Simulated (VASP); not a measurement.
The system is TiO2.

```
CELL_PARAMETERS angstrom
0.00000 2.39683 2.39683
2.39683 0.00000 2.39683
2.39683 2.39683 0.00000
ATOMIC_POSITIONS crystal
Ti 0.00000 0.00000 0.00000
O 0.25000 0.25000 0.25000
O 0.75000 0.75000 0.75000
```

Base run:

* Program: VASP 6.6.1
* Functional: r2SCAN
* Potentials or basis: VASP PAW PBE potentials, release 64 (Ti_sv, O)
* Cutoff: 520 eV
* k mesh: 10 × 10 × 10
* Occupations: gaussian, width 0.01 eV
* Spin: no spin polarisation

Its results: band gap on the k mesh 1.55 eV, indirect (least direct gap 2.24 eV); pressure 1.6 GPa.

Q: After a change of settings the same cell gave: band gap on the k mesh 1.13 eV, indirect (least direct gap 1.84 eV); pressure 6.8 GPa. Which change was it?
A. k mesh from 10 × 10 × 10 to 8 × 8 × 8
B. functional from r2SCAN to PBE
C. potentials or basis from VASP PAW PBE potentials, release 64 (Ti_sv, O) to VASP PAW PBE potentials, release 64 (Ti_sv, O_h); cutoff from 520 eV to 910 eV; k mesh from 10 × 10 × 10 to 8 × 8 × 8

A: B.

r2SCAN gives the wider gap, since meta-GGAs in the generalised Kohn-Sham scheme recover part of the derivative discontinuity.

Caveats: the PAW data sets were made with another functional, which shifts forces and pressure a little (some runs).
